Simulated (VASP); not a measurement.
# BeS (I-4m2) in VASP: further runs

Runs on BeS. Level: PBE. Tasks: single point.

All numbers are computed with VASP 6.6.1; they aren't measurements. Logs are shortened: lines on timing, memory, paths and dates and some standing lists are left out, and cuts for length are marked.

## (1) The cell of the first run

Symmetry: I-4m2, No. 119, tetragonal system. The conventional cell has a = 3.378 Å, b = 3.378 Å, c = 4.705 Å, α = 90.00°, β = 90.00°, γ = 90.00°. Be (site symmetry -4m2) has 4 S at 2.06 Å within 2.7 Å. S (site symmetry -4m2) has 4 Be at 2.06 Å within 2.7 Å.

## (2) Single point, PBE (strain -0.015 along x and y, -0.030 along z)

Input file INCAR:

```
ALGO     = Normal         # electronic algorithm
EDIFF    = 1E-7           # SCF threshold, eV
ENCUT    = 520            # plane-wave cutoff, eV
GGA      = PE             # functional
ISIF     = 2              # what is computed and relaxed
ISMEAR   = 0              # smearing method
LASPH    = True           # aspherical terms in the spheres
LCHARG   = False          # write CHGCAR
LREAL    = False          # projectors in reciprocal space
LWAVE    = False          # write WAVECAR
NBANDS   = 11             # bands
NELM     = 100            # most SCF steps
PREC     = Accurate       # precision mode
SIGMA    = 0.05           # smearing width, eV
```

Input file KPOINTS:

```
k-points
0
Gamma
  8 8 8
```

Input file POSCAR:

```
BeS
1.0
    0.0000000000      2.3886250000      2.3522500000
    2.3886250000      0.0000000000      2.3522500000
    2.3886250000      2.3886250000      0.0000000000
Be S
1 1
Direct
    0.0000000000      0.0000000000      0.0000000000
    0.7500000000      0.7500000000      0.7500000000
```

Potentials or basis: VASP PAW PBE potentials, release 64 (Be, S).

On the command line:

```
cat potpaw_PBE.64/Be/POTCAR potpaw_PBE.64/S/POTCAR > POTCAR
mpirun -np 1 vasp_std > vasp.out
```

OUTCAR:

```text
EDIFF = 1E-7
   ENCUT = 520
   GGA = PE
   ISIF = 2
   ISMEAR = 0
   LASPH = True
   LREAL = False
   NELM = 100
   PREC = Accurate

 ion  position               nearest neighbor table
   1  0.000  0.000  0.000-   2 2.06   2 2.06   2 2.06   2 2.06
   2  0.750  0.750  0.750-   1 2.06   1 2.06   1 2.06   1 2.06

  LATTYP: Found a body centered tetragonal cell.
 ALAT       =     3.3780258704
 C/A-ratio  =     1.3926773152

  Lattice vectors:

 A1 = (   0.0000000000,  -2.3886250000,  -2.3522500000)
 A2 = (   0.0000000000,   2.3886250000,  -2.3522500000)
 A3 = (   2.3886250000,   0.0000000000,   2.3522500000)

Analysis of symmetry for initial positions (statically):
=====================================================================
 Subroutine PRICEL returns:
 Original cell was already a primitive cell.

 Routine SETGRP: Setting up the symmetry group for a
 body centered tetragonal supercell.

 Subroutine GETGRP returns: Found  8 space group operations
 (whereof  8 operations were pure point group operations)
 out of a pool of 16 trial point group operations.

The static configuration has the point symmetry D_2d.

Analysis of symmetry for dynamics (positions and initial velocities):
=====================================================================
 Subroutine PRICEL returns:
 Original cell was already a primitive cell.

 Routine SETGRP: Setting up the symmetry group for a
 body centered tetragonal supercell.

 Subroutine GETGRP returns: Found  8 space group operations
 (whereof  8 operations were pure point group operations)
 out of a pool of 16 trial point group operations.

The dynamic configuration has the point symmetry D_2d.

 Subroutine INISYM returns: Found  8 space group operations
 (whereof  8 operations are pure point group operations),
 and found     1 'primitive' translations

----------------------------------------------------------------------------------------

                                     Primitive cell

  volume of cell :      26.8417

  direct lattice vectors                    reciprocal lattice vectors
     0.000000000  2.388625000  2.352250000    -0.209325449  0.209325449  0.212562440
     2.388625000  0.000000000  2.352250000     0.209325449 -0.209325449  0.212562440
     2.388625000  2.388625000  0.000000000     0.209325449  0.209325449 -0.212562440

  length of vectors
     3.352403534  3.352403534  3.378025870     0.364440774  0.364440774  0.364440774

[... 83 lines left out ...]
   NSW    =      0    number of steps for IOM
   IBRION =     -1    ionic relax: 0-MD 1-quasi-New 2-CG
   NFREE  =      0    steps in history (QN), initial steepest desc. (CG)
   ISIF   =      2    stress and relaxation
   ISYM   =      2    0-nonsym 1-usesym 2-fastsym
   POTIM  = 0.5000    time-step for ionic-motion
   TEBEG  =    0.0;   TEEND  =   0.0 temperature during run
   PSTRESS=    0.0 pullay stress
   NELECT =       8.0000    total number of electrons
   NUPDOWN=      -1.0000    fix difference up-down
   EMIN   =  10.00;   EMAX   =-10.00  energy-range for DOS
   EFERMI =   0.00;   METHOD = LEGACY
   ISMEAR =     0;   SIGMA  =   0.05  broadening in eV -4-tet -1-fermi 0-gaus
   EFERMI_NEDOS =   21; number of points for ismear=-14 and -15
   IALGO  =     38    algorithm
   IMIX   =      4    mixing-type and parameters
     AMIX     =   0.40;   BMIX     =  1.00
     AMIX_MAG =   1.60;   BMIX_MAG =  1.00
  volume/ion in A,a.u.               =      13.42        90.57
  Fermi-wavevector in a.u.,A,eV,Ry     =   1.093541  2.066493 16.270277  1.195832
  Thomas-Fermi vector in A             =   2.229828
   LORBIT       =      0    0 simple, 1 ext, 2 COOP (PROOUT), +10 PAW based schemes
   GGA     = PE    functional components
   LHFCALC =     F    Hartree Fock is set to
   AEXX    =    0.0000 exact exchange contribution
   IVDW    =     0    specifies the selected vdW correction
   LEPSILON=     F    determine dielectric tensor
   LRPA    =     F    only Hartree local field effects (RPA)
 non-spin polarized calculation
 Gauss-broadening in eV      SIGMA  =   0.05
  energy-cutoff  :      520.00
  volume of cell :       26.84
 maximum number of plane-waves:       740
 NGX is ok and might be reduce to    28
   NGX = 13   NGY = 13   NGZ = 13

 number of electron       8.0000001 magnetization

 Free energy of the ion-electron system (eV)
  ---------------------------------------------------
  ext. energy  EPLUGINS =         0.00000000
  ---------------------------------------------------
  free energy    TOTEN  =        -9.95946458 eV

  energy without entropy =       -9.95946458  energy(sigma->0) =       -9.95946458

 E-fermi :   5.1139     XC(G=0):  -9.9843

 val. band max:        4.8796726578   @ k =   0.0000   0.0000   0.0000
 cond. band min:       7.7045332826   @ k =   0.5000   0.5000   0.0000
 fundamental gap:      2.8248606248
 Fermi energy:         5.1138761409

 k-point     1 :       0.0000    0.0000    0.0000
  band No.  band energies     occupation
      1      -9.2930      2.00000
      2       4.7961      2.00000
      3       4.7961      2.00000
      4       4.8797      2.00000
      5      10.4484      0.00000
      6      10.4680      0.00000
      7      10.4680      0.00000
      8      11.2359      0.00000
      9      17.5786      0.00000
     10      17.9227      0.00000
     11      20.1704      0.00000
[... 309 lines left out ...]
 k-point    24 :       0.3750   -0.0000    0.1250
  band No.  band energies     occupation
      1      -7.9699      2.00000
      2       0.0877      2.00000
      3       3.3440      2.00000
      4       3.4256      2.00000
      5      10.4311      0.00000
      6      11.8795      0.00000
      7      12.5448      0.00000
      8      13.9367      0.00000
      9      17.9884      0.00000
     10      19.1646      0.00000
     11      20.2773      0.00000

 [... further k-points ...]
[... 5 lines left out ...]
  --------------------------------------------------------------------------------------
  -------------------------------------------------------------------------------------
  Total        1.2982229      1.2982229      1.5491664      0.0000000      0.0000000      0.0000000
  in kB       77.4908533     77.4908533     92.4696555      0.0000000      0.0000000      0.0000000
  external PRESSURE =      82.4837874 kB  Pullay stress =       0.0000000 kB

 VOLUME and BASIS-vectors are now :
 -----------------------------------------------------------------------------
  energy-cutoff  :      520.00
  volume of cell :       26.84
      direct lattice vectors                 reciprocal lattice vectors
     0.000000000  2.388625000  2.352250000    -0.209325449  0.209325449  0.212562440
     2.388625000  0.000000000  2.352250000     0.209325449 -0.209325449  0.212562440
     2.388625000  2.388625000  0.000000000     0.209325449  0.209325449 -0.212562440

 POSITION                                       TOTAL-FORCE (eV/Angst)
 -----------------------------------------------------------------------------------
      0.00000      0.00000      0.00000         0.000000      0.000000      0.000000
      3.58294      3.58294      3.52838        -0.000000     -0.000000      0.000000
 -----------------------------------------------------------------------------------
    total drift:                                0.000000      0.000000      0.000000

  FREE ENERGIE OF THE ION-ELECTRON SYSTEM (eV)
  ---------------------------------------------------
  free  energy   TOTEN  =        -9.9594645824 eV

  energy  without entropy=       -9.9594645824  energy(sigma->0) =       -9.95946458
```

OSZICAR:

```text
N       E                     dE             d eps       ncg     rms          rms(c)
DAV:   1     0.214040124455E+02    0.21404E+02   -0.38165E+03  1306   0.623E+02
DAV:   2    -0.899214357496E+01   -0.30396E+02   -0.29203E+02  1745   0.120E+02
DAV:   3    -0.101637542891E+02   -0.11716E+01   -0.11693E+01  1713   0.230E+01
DAV:   4    -0.101705424928E+02   -0.67882E-02   -0.67866E-02  1591   0.206E+00
DAV:   5    -0.101705992768E+02   -0.56784E-04   -0.56783E-04  1726   0.188E-01    0.618E+00
DAV:   6    -0.100107756833E+02    0.15982E+00   -0.11375E-01  1543   0.173E+00    0.417E+00
DAV:   7    -0.995833386645E+01    0.52442E-01   -0.14466E-01  1677   0.204E+00    0.960E-01
DAV:   8    -0.995936076663E+01   -0.10269E-02   -0.69472E-03  1606   0.456E-01    0.154E-01
DAV:   9    -0.995943501138E+01   -0.74245E-04   -0.47208E-04  1617   0.141E-01    0.354E-02
DAV:  10    -0.995945603009E+01   -0.21019E-04   -0.41989E-05  1598   0.360E-02    0.107E-02
DAV:  11    -0.995946430342E+01   -0.82733E-05   -0.14764E-05  1517   0.221E-02    0.802E-03
DAV:  12    -0.995946450586E+01   -0.20243E-06   -0.26684E-07  1608   0.375E-03    0.245E-03
DAV:  13    -0.995946462315E+01   -0.11729E-06   -0.86289E-08  1514   0.161E-03    0.286E-03
DAV:  14    -0.995946458237E+01    0.40776E-07   -0.57455E-09   775   0.399E-04
   1 F= -.99594646E+01 E0= -.99594646E+01  d E =-.163111E-13
```

Wall time 37 s (1 thread of Intel Xeon 8259CL, shared host); peak memory 0.15 GiB.

Results:

```
Free energy            : -9.9595 eV
Pressure               : 8.2 GPa
Band gap on the k mesh : 2.82 eV, indirect (least direct gap 5.57 eV)
```

Caveat: the cell differs from its parent crystal (strain -0.015 along x and y, -0.030 along z).

## (3) Single point, PBE (strain -0.030 along x and y, +0.030 along z)

Input file INCAR:

```
SYSTEM = BeS
  ALGO = Normal
  EDIFF = 1E-7
  ENCUT = 520
  GGA = PE
  ISIF = 2
  ISMEAR = 0
  LASPH = .TRUE.
  LCHARG = .TRUE.
  LELF = .TRUE.
  LREAL = .FALSE.
  LVHAR = .TRUE.
  LWAVE = .FALSE.
  NBANDS = 11
  NELM = 60
  PREC = Accurate
  SIGMA = 0.05
```

Input file KPOINTS:

```
k-points
0
G
  8 8 8
  0 0 0
```

Input file POSCAR:

```
BeS
1.0
    0.0000000000      2.3522500000      2.4977500000
    2.3522500000      0.0000000000      2.4977500000
    2.3522500000      2.3522500000      0.0000000000
Be S
1 1
Direct
    0.0000000000      0.0000000000      0.0000000000
    0.7500000000      0.7500000000      0.7500000000
```

Potentials or basis: VASP PAW PBE potentials, release 64 (Be, S).

On the command line:

```
cat potpaw_PBE.64/Be/POTCAR potpaw_PBE.64/S/POTCAR > POTCAR
mpirun -np 1 vasp_std > vasp.out
```

It took 39 s on 1 thread of Intel Xeon 8259CL, shared host; peak memory 0.16 GiB.

The run converged. Its results:

- Free energy: -9.9714 eV
- Pressure: 4.8 GPa
- Band gap on the k mesh: 2.76 eV, indirect (least direct gap 5.53 eV)

Stress tensor (GPa, compression positive):
```
6.99 0.00 0.00
0.00 6.99 0.00
0.00 0.00 0.38
```

Levels at points of the mesh, in eV from the valence-band top:
```tsv
k point	band 1	band 2	band 3	band 4	band 5	band 6	band 7	band 8
(0.00, 0.00, 0.00)	-14.03	-0.37	0.00	0.00	5.53	5.53	5.61	6.01
(0.50, 0.00, 0.00)	-12.33	-6.11	-1.49	-0.90	5.18	6.47	6.72	11.26
(0.50, 0.50, 0.00)	-11.96	-5.57	-2.53	-2.53	3.26	5.14	12.89	12.89
(0.50, 0.00, 0.50)	-11.65	-5.16	-3.07	-2.97	2.76	4.59	12.56	12.88
```

Caveat: the cell differs from its parent crystal (strain -0.030 along x and y, +0.030 along z).

## (4) Single point, PBE (strain +0.000 along x and y, -0.030 along z)

Input file INCAR:

```
SYSTEM = BeS
PREC = Accurate ; ENCUT = 520
EDIFF = 1E-6 ; ISMEAR = 0
SIGMA = 0.05 ; LREAL = .False.
LASPH = .True. ; NELM = 60
ALGO = Normal ; ISIF = 2
LWAVE = .False. ; LCHARG = .False.
GGA = PE ; NBANDS = 11
```

Input file KPOINTS:

```
regular mesh
0
Gamma
  8 8 8
  0 0 0
```

Input file POSCAR:

```
BeS
1.0
    0.0000000000      2.4250000000      2.3522500000
    2.4250000000      0.0000000000      2.3522500000
    2.4250000000      2.4250000000      0.0000000000
Be S
1 1
Direct
    0.0000000000      0.0000000000      0.0000000000
    0.7500000000      0.7500000000      0.7500000000
```

Potentials or basis: VASP PAW PBE potentials, release 64 (Be, S).

On the command line:

```
cat potpaw_PBE.64/Be/POTCAR potpaw_PBE.64/S/POTCAR > POTCAR
mpirun -np 1 vasp_std > vasp.out
```

OUTCAR:

```text
SYSTEM = BeS
   PREC = Accurate
   ENCUT = 520
   EDIFF = 1E-6
   ISMEAR = 0
   LREAL = .False.
   LASPH = .True.
   NELM = 60
   ISIF = 2
   GGA = PE

 ion  position               nearest neighbor table
   1  0.000  0.000  0.000-   2 2.08   2 2.08   2 2.08   2 2.08
   2  0.750  0.750  0.750-   1 2.08   1 2.08   1 2.08   1 2.08

  LATTYP: Found a body centered tetragonal cell.
 ALAT       =     3.4294678888
 C/A-ratio  =     1.3717871555

  Lattice vectors:

 A1 = (   0.0000000000,  -2.4250000000,  -2.3522500000)
 A2 = (   0.0000000000,   2.4250000000,  -2.3522500000)
 A3 = (   2.4250000000,   0.0000000000,   2.3522500000)

Analysis of symmetry for initial positions (statically):
=====================================================================
 Subroutine PRICEL returns:
 Original cell was already a primitive cell.

 Routine SETGRP: Setting up the symmetry group for a
 body centered tetragonal supercell.

 Subroutine GETGRP returns: Found  8 space group operations
 (whereof  8 operations were pure point group operations)
 out of a pool of 16 trial point group operations.

The static configuration has the point symmetry D_2d.

Analysis of symmetry for dynamics (positions and initial velocities):
=====================================================================
 Subroutine PRICEL returns:
 Original cell was already a primitive cell.

 Routine SETGRP: Setting up the symmetry group for a
 body centered tetragonal supercell.

 Subroutine GETGRP returns: Found  8 space group operations
 (whereof  8 operations were pure point group operations)
 out of a pool of 16 trial point group operations.

The dynamic configuration has the point symmetry D_2d.

 Subroutine INISYM returns: Found  8 space group operations
 (whereof  8 operations are pure point group operations),
 and found     1 'primitive' translations

----------------------------------------------------------------------------------------

                                     Primitive cell
[... 114 lines left out ...]
  Thomas-Fermi vector in A             =   2.218623
   LORBIT       =      0    0 simple, 1 ext, 2 COOP (PROOUT), +10 PAW based schemes
   GGA     = PE    functional components
   LHFCALC =     F    Hartree Fock is set to
   AEXX    =    0.0000 exact exchange contribution
   IVDW    =     0    specifies the selected vdW correction
   LEPSILON=     F    determine dielectric tensor
   LRPA    =     F    only Hartree local field effects (RPA)
 non-spin polarized calculation
 Gauss-broadening in eV      SIGMA  =   0.05
  energy-cutoff  :      520.00
  volume of cell :       27.67
 maximum number of plane-waves:       756
 NGX is ok and might be reduce to    28
   NGX = 13   NGY = 13   NGZ = 13

 number of electron       8.0000000 magnetization

 Free energy of the ion-electron system (eV)
  ---------------------------------------------------
  ext. energy  EPLUGINS =         0.00000000
  ---------------------------------------------------
  free energy    TOTEN  =        -9.98908116 eV

  energy without entropy =       -9.98908116  energy(sigma->0) =       -9.98908116

 E-fermi :   4.8754     XC(G=0):  -9.8583

 val. band max:        4.6010825470   @ k =   0.0000   0.0000   0.0000
 cond. band min:       7.3777850986   @ k =   0.5000   0.5000   0.0000
 fundamental gap:      2.7767025516
 Fermi energy:         4.8753845579

 k-point     1 :       0.0000    0.0000    0.0000
  band No.  band energies     occupation
      1      -9.4049      2.00000
      2       4.4442      2.00000
      3       4.4442      2.00000
      4       4.6011      2.00000
      5      10.1316      0.00000
      6      10.1717      0.00000
      7      10.1717      0.00000
      8      10.6391      0.00000
      9      17.0306      0.00000
     10      17.6809      0.00000
     11      19.6098      0.00000
[... 309 lines left out ...]
 k-point    24 :       0.3750    0.0000    0.1250
  band No.  band energies     occupation
      1      -8.1456      2.00000
      2      -0.0858      2.00000
      3       3.0277      2.00000
      4       3.2035      2.00000
      5      10.1211      0.00000
      6      11.3927      0.00000
      7      12.2315      0.00000
      8      13.5569      0.00000
      9      17.4370      0.00000
     10      18.6857      0.00000
     11      19.7370      0.00000

 [... further k-points ...]
[... 5 lines left out ...]
  --------------------------------------------------------------------------------------
  -------------------------------------------------------------------------------------
  Total        0.6517803      0.6517803      1.1433772      0.0000000      0.0000000      0.0000000
  in kB       37.7463397     37.7463397     66.2160314      0.0000000      0.0000000      0.0000000
  external PRESSURE =      47.2362370 kB  Pullay stress =       0.0000000 kB

 VOLUME and BASIS-vectors are now :
 -----------------------------------------------------------------------------
  energy-cutoff  :      520.00
  volume of cell :       27.67
      direct lattice vectors                 reciprocal lattice vectors
     0.000000000  2.425000000  2.352250000    -0.206185567  0.206185567  0.212562440
     2.425000000  0.000000000  2.352250000     0.206185567 -0.206185567  0.212562440
     2.425000000  2.425000000  0.000000000     0.206185567  0.206185567 -0.212562440

 POSITION                                       TOTAL-FORCE (eV/Angst)
 -----------------------------------------------------------------------------------
      0.00000      0.00000      0.00000         0.000000      0.000000      0.000000
      3.63750      3.63750      3.52838        -0.000000     -0.000000     -0.000000
 -----------------------------------------------------------------------------------
    total drift:                               -0.000000     -0.000000     -0.000000

  FREE ENERGIE OF THE ION-ELECTRON SYSTEM (eV)
  ---------------------------------------------------
  free  energy   TOTEN  =        -9.9890811606 eV

  energy  without entropy=       -9.9890811606  energy(sigma->0) =       -9.98908116
```

Wall time 30 s (1 thread of Intel Xeon 8259CL, shared host); peak memory 0.16 GiB.

Results:

- Free energy: -9.9891 eV
- Pressure: 4.7 GPa
- Band gap on the k mesh: 2.78 eV, indirect (least direct gap 5.53 eV)

Caveat: the cell differs from its parent crystal (strain +0.000 along x and y, -0.030 along z).

(Continued in part 2 of 2.)
